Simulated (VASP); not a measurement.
# SiO2 (I-42d) in VASP: a series of runs

SiO2 is run at these levels: r2SCAN; tasks: single point.

Program: VASP 6.6.1. These are calculated values, not measurements. Logs are shortened: lines on timing, memory, paths and dates and some standing lists are left out, and cuts for length are marked.

### Step 1. The cell of the first run

Symmetry: I-42d, No. 122, tetragonal system. The conventional cell has a = 4.875 Å, b = 4.875 Å, c = 7.384 Å, α = 90.00°, β = 90.00°, γ = 90.00°. Si (site symmetry -4) has 4 O at 1.60 Å within 2.1 Å. O (site symmetry 2) has 2 Si at 1.60 Å within 2.1 Å.

### Step 2. Single point, r2SCAN (biaxial strain in the a-b plane: -1.5 %)

POSCAR reads:

```
SiO2
1.0
    4.8745504583      0.0000000000      0.0000000000
    0.0000000000      4.8745504583      0.0000000000
    0.0000000000      0.0000000000      7.3837136818
Si O
4 8
Direct
    0.0000000000      0.0000000000      0.0000000000
    0.0000000000      0.5000000000      0.2500000000
    0.5000000000      0.5000000000      0.5000000000
    0.5000000000      0.0000000000      0.7500000000
    0.0974564812      0.2500000000      0.1250000000
    0.2500000000      0.5974564812      0.3750000000
    0.7500000000      0.4025435188      0.3750000000
    0.9025435188      0.7500000000      0.1250000000
    0.5974564812      0.7500000000      0.6250000000
    0.7500000000      0.0974564812      0.8750000000
    0.2500000000      0.9025435188      0.8750000000
    0.4025435188      0.2500000000      0.6250000000
```

INCAR.step1 reads:

```
PREC = Accurate
ENCUT = 520
ISMEAR = 0
SIGMA = 0.02
LREAL = False
LASPH = True
NELM = 60
NBANDS = 44
GGA = PE
ALGO = Normal
EDIFF = 1E-4
LWAVE = True
LCHARG = False
```

INCAR.step2 reads:

```
PREC = Accurate
ENCUT = 520
EDIFF = 1E-7
ISMEAR = 0
SIGMA = 0.02
LREAL = False
LASPH = True
NELM = 60
ALGO = Normal
ISIF = 2
LWAVE = False
LCHARG = False
METAGGA = R2SCAN
LMIXTAU = True
NBANDS = 44
ISTART = 1
```

KPOINTS reads:

```
regular mesh
0
Gamma
  6 6 4
```

Potentials or basis: VASP PAW PBE potentials, release 64 (Si, O).

Started as:

```console
$ cat potpaw_PBE.64/Si/POTCAR potpaw_PBE.64/O/POTCAR > POTCAR
$ cp INCAR.step1 INCAR
$ mpirun -np 1 vasp_std > vasp.out
$ cp INCAR.step2 INCAR
$ mpirun -np 1 vasp_std > vasp.out
```

OUTCAR:

```text
PREC = Accurate
   ENCUT = 520
   EDIFF = 1E-7
   ISMEAR = 0
   LREAL = False
   LASPH = True
   NELM = 60
   ISIF = 2
   METAGGA = R2SCAN
   ISTART = 1

 ion  position               nearest neighbor table
   1  0.000  0.000  0.000-   5 1.60   8 1.60  10 1.60  11 1.60   2 3.06   4 3.06   2 3.06   4 3.06

   2  0.000  0.500  0.250-   5 1.60   6 1.60   7 1.60   8 1.60   1 3.06   3 3.06   1 3.06   3 3.06

   3  0.500  0.500  0.500-   6 1.60   7 1.60   9 1.60  12 1.60   2 3.06   4 3.06   4 3.06   2 3.06

   4  0.500  0.000  0.750-   9 1.60  10 1.60  11 1.60  12 1.60   1 3.06   3 3.06   3 3.06   1 3.06

   5  0.097  0.250  0.125-   1 1.60   2 1.60
   6  0.250  0.597  0.375-   2 1.60   3 1.60
   7  0.750  0.403  0.375-   2 1.60   3 1.60
   8  0.903  0.750  0.125-   1 1.60   2 1.60
   9  0.597  0.750  0.625-   3 1.60   4 1.60
  10  0.750  0.097  0.875-   1 1.60   4 1.60
  11  0.250  0.903  0.875-   1 1.60   4 1.60
  12  0.403  0.250  0.625-   3 1.60   4 1.60

  LATTYP: Found a simple tetragonal cell.
 ALAT       =     4.8745504583
 C/A-ratio  =     1.5147476152

  Lattice vectors:

 A1 = (   4.8745504583,   0.0000000000,   0.0000000000)
 A2 = (   0.0000000000,   4.8745504583,   0.0000000000)
 A3 = (   0.0000000000,   0.0000000000,   7.3837136818)

Analysis of symmetry for initial positions (statically):
=====================================================================
 Subroutine PRICEL returns following result:

  LATTYP: Found a body centered tetragonal cell.
 ALAT       =     4.8745504583
 C/A-ratio  =     1.5147476152

  Lattice vectors:

 A1 = (   2.4372752291,  -2.4372752291,  -3.6918568409)
 A2 = (  -2.4372752291,   2.4372752291,  -3.6918568409)
 A3 = (   2.4372752291,   2.4372752292,   3.6918568409)

   2 primitive cells build up your supercell.

 Routine SETGRP: Setting up the symmetry group for a
 simple tetragonal supercell.

 Subroutine GETGRP returns: Found  8 space group operations
 (whereof  4 operations were pure point group operations)
 out of a pool of 16 trial point group operations.

The static configuration has the point symmetry S_4 .
 The point group associated with its full space group is D_2d.

Analysis of symmetry for dynamics (positions and initial velocities):
=====================================================================
[... 137 lines left out ...]
   ISYM   =      2    0-nonsym 1-usesym 2-fastsym
   POTIM  = 0.5000    time-step for ionic-motion
   TEBEG  =    0.0;   TEEND  =   0.0 temperature during run
   PSTRESS=    0.0 pullay stress
   NELECT =      64.0000    total number of electrons
   NUPDOWN=      -1.0000    fix difference up-down
   EMIN   =  10.00;   EMAX   =-10.00  energy-range for DOS
   EFERMI =   0.00;   METHOD = LEGACY
   ISMEAR =     0;   SIGMA  =   0.02  broadening in eV -4-tet -1-fermi 0-gaus
   EFERMI_NEDOS =   21; number of points for ismear=-14 and -15
   IALGO  =     38    algorithm
   IMIX   =      4    mixing-type and parameters
     AMIX     =   0.40;   BMIX     =  1.00
     AMIX_MAG =   1.60;   BMIX_MAG =  1.00
  volume/ion in A,a.u.               =      14.62        98.66
  Fermi-wavevector in a.u.,A,eV,Ry     =   1.169733  2.210475 18.616523  1.368276
  Thomas-Fermi vector in A             =   2.306202
   LORBIT       =      0    0 simple, 1 ext, 2 COOP (PROOUT), +10 PAW based schemes
   METAGGA = R2SCAN    functional components
   LHFCALC =     F    Hartree Fock is set to
   AEXX    =    0.0000 exact exchange contribution
   IVDW    =     0    specifies the selected vdW correction
   LEPSILON=     F    determine dielectric tensor
   LRPA    =     F    only Hartree local field effects (RPA)
 non-spin polarized calculation
 Gauss-broadening in eV      SIGMA  =   0.02
  energy-cutoff  :      520.00
  volume of cell :      175.45
 maximum number of plane-waves:      4808
   NGX = 19   NGY = 19   NGZ = 27

 number of electron      63.9999962 magnetization

 Free energy of the ion-electron system (eV)
  ---------------------------------------------------
  ext. energy  EPLUGINS =         0.00000000
  ---------------------------------------------------
  free energy    TOTEN  =      -119.11188068 eV

  energy without entropy =     -119.11188068  energy(sigma->0) =     -119.11188068

 E-fermi :  -0.5740     XC(G=0):  -8.6925

 val. band max:       -0.7151733108   @ k =   0.0000   0.0000   0.0000
 cond. band min:       5.9158936457   @ k =   0.0000   0.0000   0.0000
 fundamental gap:      6.6310669565
 Fermi energy:        -0.5740311356

 k-point     1 :       0.0000    0.0000    0.0000
  band No.  band energies     occupation
      1     -21.0466      2.00000
      2     -20.1248      2.00000
      3     -20.1248      2.00000
      4     -18.9488      2.00000
      5     -18.9488      2.00000
      6     -18.9293      2.00000
[... 1117 lines left out ...]
     43      12.0725      0.00000
     44      12.1168      0.00000

 [... further k-points ...]

------------------------ aborting loop because EDIFF is reached ----------------------------------------

  FORCE on cell =-STRESS in cart. coord.  units (eV):
  Direction    XX          YY          ZZ          XY          YZ          ZX
  --------------------------------------------------------------------------------------
  -------------------------------------------------------------------------------------
  Total        4.8093367      4.8093367      3.3007576      0.0000000      0.0000000      0.0000000
  in kB       43.9189331     43.9189331     30.1425666      0.0000000      0.0000000      0.0000000
  external PRESSURE =      39.3268109 kB  Pullay stress =       0.0000000 kB

 VOLUME and BASIS-vectors are now :
 -----------------------------------------------------------------------------
  energy-cutoff  :      520.00
  volume of cell :      175.45
      direct lattice vectors                 reciprocal lattice vectors
     4.874550458  0.000000000  0.000000000     0.205147122  0.000000000  0.000000000
     0.000000000  4.874550458  0.000000000     0.000000000  0.205147122  0.000000000
     0.000000000  0.000000000  7.383713682     0.000000000  0.000000000  0.135433204

 POSITION                                       TOTAL-FORCE (eV/Angst)
 -----------------------------------------------------------------------------------
      0.00000      0.00000      0.00000         0.000000      0.000000      0.000000
      0.00000      2.43728      1.84593         0.000000      0.000000      0.000000
      2.43728      2.43728      3.69186         0.000000      0.000000      0.000000
      2.43728      0.00000      5.53779         0.000000      0.000000      0.000000
      0.47506      1.21864      0.92296         0.282369     -0.000000      0.000000
      1.21864      2.91233      2.76889         0.000000      0.282369     -0.000000
      3.65591      1.96222      2.76889         0.000000     -0.282369     -0.000000
      4.39949      3.65591      0.92296        -0.282369     -0.000000     -0.000000
      2.91233      3.65591      4.61482         0.282369     -0.000000      0.000000
      3.65591      0.47506      6.46075         0.000000      0.282369      0.000000
      1.21864      4.39949      6.46075         0.000000     -0.282369      0.000000
      1.96222      1.21864      4.61482        -0.282369     -0.000000     -0.000000
 -----------------------------------------------------------------------------------
    total drift:                               -0.000000     -0.000000      0.000000

  FREE ENERGIE OF THE ION-ELECTRON SYSTEM (eV)
  ---------------------------------------------------
  free  energy   TOTEN  =      -119.1118806778 eV

  energy  without entropy=     -119.1118806778  energy(sigma->0) =     -119.11188068
```

OSZICAR.step1:

```text
N       E                     dE             d eps       ncg     rms          rms(c)
DAV:   1     0.412930775186E+03    0.41293E+03   -0.32836E+04  2640   0.131E+03
DAV:   2    -0.756677744816E+02   -0.48860E+03   -0.47129E+03  3380   0.312E+02
DAV:   3    -0.107624474857E+03   -0.31957E+02   -0.31798E+02  3264   0.848E+01
DAV:   4    -0.108050628164E+03   -0.42615E+00   -0.42548E+00  3320   0.108E+01
DAV:   5    -0.108058348388E+03   -0.77202E-02   -0.77150E-02  3248   0.141E+00    0.304E+01
DAV:   6    -0.947686039313E+02    0.13290E+02   -0.49909E+01  3068   0.327E+01    0.144E+01
DAV:   7    -0.947401996286E+02    0.28404E-01   -0.14968E+00  3152   0.506E+00    0.520E+00
DAV:   8    -0.947196949867E+02    0.20505E-01   -0.85177E-02  3236   0.174E+00    0.200E+00
DAV:   9    -0.947291185896E+02   -0.94236E-02   -0.45255E-02  2952   0.121E+00    0.355E-01
DAV:  10    -0.947320010325E+02   -0.28824E-02   -0.41609E-03  2864   0.312E-01    0.106E-01
DAV:  11    -0.947319963064E+02    0.47261E-05   -0.91854E-04  3248   0.159E-01
   1 F= -.94731996E+02 E0= -.94731996E+02  d E =-.101128E-22
```

It took 16 min on 1 thread of Intel Xeon 8259CL, shared host; peak memory 0.38 GiB.

Results:

| Property | Result |
| --- | --- |
| Free energy | -119.1119 eV |
| Pressure | 3.9 GPa |
| Largest force | 0.282 eV/Å |
| Band gap on the k mesh | 6.63 eV |

Forces in eV/Å, atoms in the order of the input:
```
Si   0.000  0.000  0.000
Si   0.000  0.000  0.000
Si   0.000  0.000  0.000
Si   0.000  0.000  0.000
O    0.282  0.000  0.000
O    0.000  0.282  0.000
O    0.000 -0.282  0.000
O   -0.282  0.000  0.000
O    0.282  0.000  0.000
O    0.000  0.282  0.000
O    0.000 -0.282  0.000
O   -0.282  0.000  0.000
```

Levels at points of the mesh, in eV from the valence-band top:
```tsv
k point	band 30	band 31	band 32	band 33	band 34	band 35
(0.00, 0.00, 0.00)	-0.30	0.00	0.00	6.63	9.66	9.66
(0.50, 0.00, 0.00)	-0.68	-0.16	-0.16	8.75	8.75	10.53
(0.50, 0.50, 0.00)	-0.38	-0.38	-0.38	9.95	9.95	9.95
(0.00, 0.00, 0.50)	-0.18	-0.18	-0.18	7.73	7.73	10.00
(0.50, 0.00, 0.50)	-0.54	-0.14	-0.14	9.22	9.22	9.61
(0.50, 0.50, 0.50)	-0.48	-0.48	-0.48	10.28	10.28	10.28
```

Caveat: the cell differs from its parent crystal (biaxial strain in the a-b plane: -1.5 %); the cell stands under pressure; the PAW data sets were made with another functional, which shifts forces and pressure a little.

### Step 3. Single point, r2SCAN

This run uses another cell than the first one, of 14.93 Å³/atom.

Changes to POSCAR since step 2:

```diff
@@ -2,5 +2,5 @@
 1.0
-    4.8745504583      0.0000000000      0.0000000000
-    0.0000000000      4.8745504583      0.0000000000
-    0.0000000000      0.0000000000      7.3837136818
+    4.9487821912      0.0000000000      0.0000000000
+    0.0000000000      4.9487821912      0.0000000000
+    0.0000000000      0.0000000000      7.3178530048
 Si O
```

INCAR.step1 reads:

```
ALGO = Normal
EDIFF = 1E-4
ENCUT = 520
GGA = PE
ISMEAR = 0
LASPH = T
LCHARG = F
LREAL = F
LWAVE = T
NBANDS = 44
NELM = 60
PREC = Accurate
SIGMA = 0.02
```

INCAR.step2 reads:

```
ALGO = Normal
EDIFF = 1E-6
ENCUT = 520
ISIF = 2
ISMEAR = 0
ISTART = 1
LASPH = T
LCHARG = T
LELF = T
LMIXTAU = T
LREAL = F
LVHAR = T
LWAVE = F
METAGGA = R2SCAN
NBANDS = 44
NELM = 60
PREC = Accurate
SIGMA = 0.02
```

KPOINTS reads:

```
k-points
0
Gamma
  6 6 4
```

Potentials or basis: VASP PAW PBE potentials, release 64 (Si, O).

Started as:

```console
$ cat potpaw_PBE.64/Si/POTCAR potpaw_PBE.64/O/POTCAR > POTCAR
$ cp INCAR.step1 INCAR
$ mpirun -np 1 vasp_std > vasp.out
$ cp INCAR.step2 INCAR
$ mpirun -np 1 vasp_std > vasp.out
```

It took 22 min on 1 thread of Intel Xeon 8259CL, shared host; peak memory 0.41 GiB.

Results (log left out):

- Free energy: -119.1773 eV
- Pressure: 0.2 GPa
- Largest force: 0.005 eV/Å
- Band gap on the k mesh: 6.55 eV

Forces on the atoms (eV/Å):
```
Si   0.000  0.000  0.000
Si   0.000  0.000  0.000
Si   0.000  0.000  0.000
Si   0.000  0.000  0.000
O    0.005  0.000  0.000
O    0.000  0.005  0.000
O    0.000 -0.005  0.000
O   -0.005  0.000  0.000
O    0.005  0.000  0.000
O    0.000  0.005  0.000
O    0.000 -0.005  0.000
O   -0.005  0.000  0.000
```

Levels at points of the mesh, in eV from the valence-band top:
```tsv
k point	band 29	band 30	band 31	band 32	band 33	band 34	band 35	band 36
(0.00, 0.00, 0.00)	-0.32	-0.32	0.00	0.00	6.55	9.62	9.62	9.70
(0.50, 0.00, 0.00)	-0.66	-0.66	-0.17	-0.17	8.64	8.64	10.35	10.35
(0.50, 0.50, 0.00)	-0.34	-0.34	-0.34	-0.34	9.86	9.86	9.86	9.86
(0.00, 0.00, 0.50)	-0.19	-0.19	-0.19	-0.19	7.67	7.67	9.95	9.95
(0.50, 0.00, 0.50)	-0.50	-0.50	-0.14	-0.14	9.06	9.06	9.58	9.58
(0.50, 0.50, 0.50)	-0.45	-0.45	-0.45	-0.45	10.22	10.22	10.22	10.22
```

Caveat: the PAW data sets were made with another functional, which shifts forces and pressure a little.

[end of part 1 of 2]
